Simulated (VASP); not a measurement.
KCl: single point with r2SCAN

KCl:

```
CELL_PARAMETERS angstrom
0.00000 3.20818 3.20818
3.20818 0.00000 3.20818
3.20818 3.20818 0.00000
ATOMIC_POSITIONS crystal
K 0.00000 0.00000 0.00000
Cl 0.50000 0.50000 0.50000
```

```yaml
Program: VASP 6.6.1
Task: single point
Functional: r2SCAN
Potentials_or_basis: VASP PAW PBE potentials, release 64 (K_sv, Cl)
Cutoff: 520 eV
k_mesh: 8 × 8 × 8
Occupations: fermi-dirac, width 0.02 eV
Spin: no spin polarisation
Dipole_correction: no
Further_INCAR_settings: ALGO = Normal; EDIFF = 1e-06; NBANDS = 15
```

The pressure is -1.0 GPa and the band gap on the k mesh is 5.63 eV.

Levels at points of the mesh, in eV from the valence-band top:
| k point | band 4 | band 5 | band 6 | band 7 | band 8 | band 9 | band 10 | band 11 | band 12 | band 13 |
| --- | --- | --- | --- | --- | --- | --- | --- | --- | --- | --- |
| (0.00, 0.00, 0.00) | -11.11 | -11.11 | 0.00 | 0.00 | 0.00 | 5.63 | 9.00 | 9.00 | 9.00 | 10.01 |
| (0.50, 0.00, 0.00) | -11.11 | -10.92 | -0.95 | -0.28 | -0.28 | 7.96 | 9.01 | 11.13 | 11.13 | 11.97 |
| (0.50, 0.50, 0.00) | -11.15 | -11.15 | -0.63 | -0.21 | -0.21 | 7.08 | 8.95 | 10.34 | 11.00 | 11.32 |

Run time: 98 s on 1 thread of AMD EPYC 9R45 96-Core Processor (Zen 5), with other jobs on the host, peak memory 0.19 GiB.

Caveat: the PAW data sets were made with another functional, which shifts forces and pressure a little. A k mesh can miss the band edges.
